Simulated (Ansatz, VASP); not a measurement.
# Two plane-wave programs on P

Contents of INCAR:

```
SYSTEM = P
  PREC = Accurate
  ENCUT = 520
  EDIFF = 1E-7
  ISMEAR = 0
  SIGMA = 0.15
  LREAL = .FALSE.
  LASPH = .TRUE.
  NELM = 100
  ALGO = Normal
  ISIF = 2
  LWAVE = .FALSE.
  LCHARG = .TRUE.
  GGA = PE
  LELF = .TRUE.
  LVHAR = .TRUE.
  NBANDS = 12
```

Contents of KPOINTS:

```
Automatic mesh
0
G
  24 24 12
  0 0 0
```

Contents of POSCAR:

```
P
1.0
    2.3848489065      0.0000000000      0.0051694020
    0.0000000000      2.5324058939      0.0000000000
   -0.0099456975      0.0000000000      4.8446881202
P
2
Direct
    0.9999995512      0.0000000000      0.2500188639
    0.0000004488      0.0000000000      0.7499811361
```

Input for Ansatz:

```yaml
crystal:
  lattice:
    - [2.3848489065, 0.0, 0.005169402]
    - [0.0, 2.5324058939, 0.0]
    - [-0.0099456975, 0.0, 4.8446881202]
  atoms:
    - { symbol: P, position: [0.9999995512, 0.0, 0.2500188639] }
    - { symbol: P, position: [4.488e-07, 0.0, 0.7499811361] }
basis:
  ecutwfc: 420
kpoints:
  mp_grid: { grid: [24, 24, 12] }
hamiltonian:
  xc: pbe
scf:
  occupations: { method: gaussian, width: 0.15 }
output:
  forces: true
  stress: true
  eigenvalues: true
```

Change from the starting cell: strain -0.0300 x Voigt [1, -1, 0, 0, 0, 0], atoms carried along.

Alike in both runs: task single point; functional PBE; k mesh 24 × 24 × 12; occupations gaussian, width 0.15 eV; no spin polarisation.

```csv
,VASP,Ansatz
version,VASP 6.6.1,Ansatz 0.2.0
potentials or method,"VASP PAW PBE potentials, release 64 (P), cutoff 520 eV","scalar-relativistic, plane waves, PAW"
valence electrons in the cell,10,10
```

```csv
,VASP,Ansatz,Ansatz less VASP
gap on the k mesh at the Fermi level (eV),none,none,-
pressure (GPa),0.5,0.8,+0.28
"traceless stress, the component that is largest in VASP (GPa)",-7.57,-7.63,-0.065
```

A gap of «none» marks a metal or a gap that the smearing closes.
